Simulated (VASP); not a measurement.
# Sb (I4_1/amd) in VASP: further runs

Sb is run at these levels: PBE; tasks: single point.

All numbers are computed with VASP 6.6.1; they aren't measurements. Logs are shortened: lines on timing, memory, paths and dates and some standing lists are left out, and cuts for length are marked.

**1. The cell of the first run**

The structure is tetragonal, space group I4_1/amd (No. 141). The conventional cell has a = 4.445 Å, b = 4.445 Å, c = 2.390 Å, α = 90.00°, β = 90.00°, γ = 90.00°. Within 3.0 Å of Sb (site symmetry -4m2) lie 10 Sb at 2.30 to 2.86 Å.

**2. Single point, PBE (volume scaled by 0.4)**

The input, INCAR:

```
PREC = Accurate
ENCUT = 520
EDIFF = 1E-7
ISMEAR = -1
SIGMA = 0.08
LREAL = F
LASPH = T
NELM = 100
ALGO = Normal
ISIF = 2
LWAVE = F
LCHARG = F
GGA = PE
NBANDS = 12
```

The input, KPOINTS:

```
regular mesh
0
Gamma
  15 15 15
```

The input, POSCAR:

```
Sb
1.0
   -2.2222767226      2.2222767226      1.1951895869
    2.2222767226     -2.2222767226      1.1951895869
    2.2222767226      2.2222767226     -1.1951895869
Sb
2
Direct
   -0.3750000000     -0.1250000000     -0.2500000000
    0.3750000000      0.1250000000      0.2500000000
```

Potentials or basis: VASP PAW PBE potentials, release 64 (Sb).

The run is started by

```console
> cat potpaw_PBE.64/Sb/POTCAR > POTCAR
> mpirun -np 1 vasp_std > vasp.out
```

OUTCAR:

```text
PREC = Accurate
   ENCUT = 520
   EDIFF = 1E-7
   ISMEAR = -1
   LREAL = F
   LASPH = T
   NELM = 100
   ISIF = 2
   GGA = PE

 ion  position               nearest neighbor table
   1  0.625  0.875  0.750-   2 2.30   2 2.30   2 2.30   2 2.30   2 2.86   2 2.86   2 2.86   2 2.86
                             2 3.72   2 3.72
   2  0.375  0.125  0.250-   1 2.30   1 2.30   1 2.30   1 2.30   1 2.86   1 2.86   1 2.86   1 2.86
                             1 3.72   1 3.72

  LATTYP: Found a body centered tetragonal cell.
 ALAT       =     4.4445534452
 C/A-ratio  =     0.5378221239

  Lattice vectors:

 A1 = (  -2.2222767226,   2.2222767226,   1.1951895869)
 A2 = (   2.2222767226,  -2.2222767226,   1.1951895869)
 A3 = (   2.2222767226,   2.2222767226,  -1.1951895869)

Analysis of symmetry for initial positions (statically):
=====================================================================
 Subroutine PRICEL returns:
 Original cell was already a primitive cell.

 Routine SETGRP: Setting up the symmetry group for a
 body centered tetragonal supercell.

 Subroutine GETGRP returns: Found 16 space group operations
 (whereof  4 operations were pure point group operations)
 out of a pool of 16 trial point group operations.

The static configuration has the point symmetry C_2h.
 The point group associated with its full space group is D_4h.

Analysis of symmetry for dynamics (positions and initial velocities):
=====================================================================
 Subroutine PRICEL returns:
 Original cell was already a primitive cell.

 Routine SETGRP: Setting up the symmetry group for a
 body centered tetragonal supercell.

 Subroutine GETGRP returns: Found 16 space group operations
 (whereof  4 operations were pure point group operations)
 out of a pool of 16 trial point group operations.

The dynamic configuration has the point symmetry C_2h.
 The point group associated with its full space group is D_4h.

 Subroutine INISYM returns: Found 16 space group operations
 (whereof  4 operations are pure point group operations),
 and found     1 'primitive' translations

----------------------------------------------------------------------------------------

                                     Primitive cell

  volume of cell :      23.6098

  direct lattice vectors                    reciprocal lattice vectors
    -2.222276723  2.222276723  1.195189587     0.000000000  0.224994482  0.418343672
[... 88 lines left out ...]
   EDIFFG = 0.1E-05   stopping-criterion for IOM
   NSW    =      0    number of steps for IOM
   IBRION =     -1    ionic relax: 0-MD 1-quasi-New 2-CG
   NFREE  =      0    steps in history (QN), initial steepest desc. (CG)
   ISIF   =      2    stress and relaxation
   ISYM   =      2    0-nonsym 1-usesym 2-fastsym
   POTIM  = 0.5000    time-step for ionic-motion
   TEBEG  =    0.0;   TEEND  =   0.0 temperature during run
   PSTRESS=    0.0 pullay stress
   NELECT =      10.0000    total number of electrons
   NUPDOWN=      -1.0000    fix difference up-down
   EMIN   =  10.00;   EMAX   =-10.00  energy-range for DOS
   EFERMI =   0.00;   METHOD = LEGACY
   ISMEAR =    -1;   SIGMA  =   0.08  broadening in eV -4-tet -1-fermi 0-gaus
   EFERMI_NEDOS =   21; number of points for ismear=-14 and -15
   IALGO  =     38    algorithm
   IMIX   =      4    mixing-type and parameters
     AMIX     =   0.40;   BMIX     =  1.00
     AMIX_MAG =   1.60;   BMIX_MAG =  1.00
  volume/ion in A,a.u.               =      11.80        79.66
  Fermi-wavevector in a.u.,A,eV,Ry     =   1.229449  2.323321 20.565812  1.511545
  Thomas-Fermi vector in A             =   2.364336
   LORBIT       =      0    0 simple, 1 ext, 2 COOP (PROOUT), +10 PAW based schemes
   GGA     = PE    functional components
   LHFCALC =     F    Hartree Fock is set to
   AEXX    =    0.0000 exact exchange contribution
   IVDW    =     0    specifies the selected vdW correction
   LEPSILON=     F    determine dielectric tensor
   LRPA    =     F    only Hartree local field effects (RPA)
 non-spin polarized calculation
  energy-cutoff  :      520.00
  volume of cell :       23.61
 maximum number of plane-waves:       653
 NGX is ok and might be reduce to    28
   NGX = 13   NGY = 13   NGZ = 13

 number of electron      10.0000000 magnetization

 Free energy of the ion-electron system (eV)
  ---------------------------------------------------
  ext. energy  EPLUGINS =         0.00000000
  ---------------------------------------------------
  free energy    TOTEN  =        11.34068784 eV

  energy without entropy =       11.35880854  energy(sigma->0) =       11.34974819

 E-fermi :  25.4580     XC(G=0): -14.1871

 val. band max:       25.4577913045   @ k =   0.4667   0.4000   0.0667
 cond. band min:      25.4602136751   @ k =  -0.2000   0.2000   0.1333
 fundamental gap:      0.0024223706
 Fermi energy:        25.4579889029

 k-point     1 :       0.0000    0.0000    0.0000
  band No.  band energies     occupation
      1       1.4508      2.00000
      2      16.5925      2.00000
      3      16.5925      2.00000
      4      20.7171      2.00000
      5      23.6866      2.00000
      6      31.6544      0.00000
      7      31.6544      0.00000
      8      35.0397      0.00000
      9      36.0771      0.00000
     10      36.1598      0.00000
     11      36.1709      0.00000
     12      36.1711      0.00000
[... 331 lines left out ...]
 k-point    24 :       0.2000    0.1333   -0.0000
  band No.  band energies     occupation
      1       5.3541      2.00000
      2      16.5634      2.00000
      3      19.5710      2.00000
      4      20.5991      2.00000
      5      22.9269      2.00000
      6      25.1747      1.94369
      7      26.5949      0.00000
      8      27.4253      0.00000
      9      28.5262      0.00000
     10      32.1009      0.00000
     11      33.6997      0.00000
     12      38.7374      0.00000

 [... further k-points ...]
[... 5 lines left out ...]
  --------------------------------------------------------------------------------------
  -------------------------------------------------------------------------------------
  Total       59.4411539     59.4411539     60.0558227      0.0000000     -0.0000000      0.0000000
  in kB     4033.7107055   4033.7107055   4075.4224786      0.0000000     -0.0000000      0.0000000
  external PRESSURE =    4047.6146299 kB  Pullay stress =       0.0000000 kB

 VOLUME and BASIS-vectors are now :
 -----------------------------------------------------------------------------
  energy-cutoff  :      520.00
  volume of cell :       23.61
      direct lattice vectors                 reciprocal lattice vectors
    -2.222276723  2.222276723  1.195189587     0.000000000  0.224994482  0.418343672
     2.222276723 -2.222276723  1.195189587     0.224994482  0.000000000  0.418343672
     2.222276723  2.222276723 -1.195189587     0.224994482  0.224994482  0.000000000

 POSITION                                       TOTAL-FORCE (eV/Angst)
 -----------------------------------------------------------------------------------
      2.22228      1.11114      0.89639        -0.000000      0.000000     -0.000000
      0.00000      1.11114      0.29880         0.000000     -0.000000      0.000000
 -----------------------------------------------------------------------------------
    total drift:                               -0.000000      0.000000     -0.000000

  FREE ENERGIE OF THE ION-ELECTRON SYSTEM (eV)
  ---------------------------------------------------
  free  energy   TOTEN  =        11.3406878361 eV

  energy  without entropy=       11.3588085385  energy(sigma->0) =       11.34974819
```

OSZICAR:

```text
N       E                     dE             d eps       ncg     rms          rms(c)
DAV:   1     0.620032719743E+02    0.62003E+02   -0.37801E+03  6912   0.702E+02
DAV:   2     0.123654140020E+02   -0.49638E+02   -0.48330E+02  8944   0.141E+02
DAV:   3     0.107300220928E+02   -0.16354E+01   -0.16185E+01  8484   0.264E+01
DAV:   4     0.107187706938E+02   -0.11251E-01   -0.11249E-01  8152   0.267E+00
DAV:   5     0.107186870359E+02   -0.83658E-04   -0.83658E-04  8452   0.235E-01    0.125E+01
DAV:   6     0.111364215047E+02    0.41773E+00   -0.79482E-02  7596   0.183E+00    0.834E+00
DAV:   7     0.113261562817E+02    0.18973E+00   -0.17464E-01  7812   0.276E+00    0.263E-01
DAV:   8     0.113406280403E+02    0.14472E-01   -0.17333E-02  7312   0.863E-01    0.434E-02
DAV:   9     0.113406501165E+02    0.22076E-04   -0.17837E-04  8876   0.973E-02    0.402E-02
DAV:  10     0.113406887867E+02    0.38670E-04   -0.79943E-06  7792   0.203E-02    0.303E-02
DAV:  11     0.113406875817E+02   -0.12050E-05   -0.50071E-07  8748   0.443E-03    0.125E-03
DAV:  12     0.113406882659E+02    0.68413E-06   -0.16365E-08  4964   0.984E-04    0.158E-04
DAV:  13     0.113406877977E+02   -0.46816E-06   -0.10380E-08  4216   0.763E-04    0.245E-04
DAV:  14     0.113406878361E+02    0.38425E-07   -0.50134E-10  3836   0.188E-04
   1 F= 0.11340688E+02 E0= 0.11349748E+02  d E =-.181207E-01
```

stdout:

```text
POSCAR found type information on POSCAR Sb
 POSCAR found :  1 types and       2 ions
 scaLAPACK will be used
 LDA part: xc-table for (Slater+PW92), standard interpolation
 POSCAR, INCAR and KPOINTS ok, starting setup
 FFT: planning ... GRIDC
 FFT: planning ... GRID_SOFT
 FFT: planning ... GRID
 WAVECAR not read
 entering main loop
```

Wall time 88 s (1 thread of Intel Xeon Platinum 8259CL at 2.50GHz (Skylake/Cascade Lake), shared host); peak memory 0.21 GiB.

Results:

```
Free energy            : 11.3407 eV
Pressure               : 404.8 GPa
Band gap on the k mesh : zero (band 5 reaches 30.84 eV, above the bottom of band 6 at 23.43 eV)
```

Caveat: spin-orbit coupling is left out, which moves the levels of the heavy elements.

(Continued in part 2 of 2.)
